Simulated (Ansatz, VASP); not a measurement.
# Ta3HN3 in VASP and in Ansatz

```
Ta N H
1.0
     3.12282    0.00000    0.00000
     0.00000    3.12282    0.00000
     0.00000    0.00000   21.59084
Ta N H
3 3 1
Direct
  0.00000 0.00000 0.18526
  0.50000 0.50000 0.28904
  0.00000 0.00000 0.38324
  0.50000 0.50000 0.18526
  0.00000 0.00000 0.28439
  0.50000 0.50000 0.39789
  0.62500 0.62500 0.45023
```

Alike in both runs: task single point; functional PBE; k mesh 9 × 9 × 1; occupations gaussian, width 0.1 eV; collinear spin.

|  | VASP | Ansatz |
| --- | --- | --- |
| version | VASP 6.6.1 | Ansatz 0.2.0 |
| potentials or method | VASP PAW PBE potentials, release 64 (Ta_pv, N, H), cutoff 520 eV | scalar-relativistic, plane waves, PAW |
| valence electrons in the cell | 49 | 55 |

Ansatz gave:

* gap on the k mesh at the Fermi level (eV): none
* rms of the force components (eV/Å): 0.591
* net moment per atom (μB): 0.00

Which values does VASP return?

gap on the k mesh at the Fermi level (eV): none; rms of the force components (eV/Å): 0.594; net moment per atom (μB): 0.00.

A gap of «none» marks a metal or a gap that the smearing closes. VASP's potentials hold 49 valence electrons a cell and Ansatz's 55, so a difference there can come from the potentials and not from the codes. Ansatz's warnings: seeded moment not kept.

Neither program's run includes spin-orbit coupling.
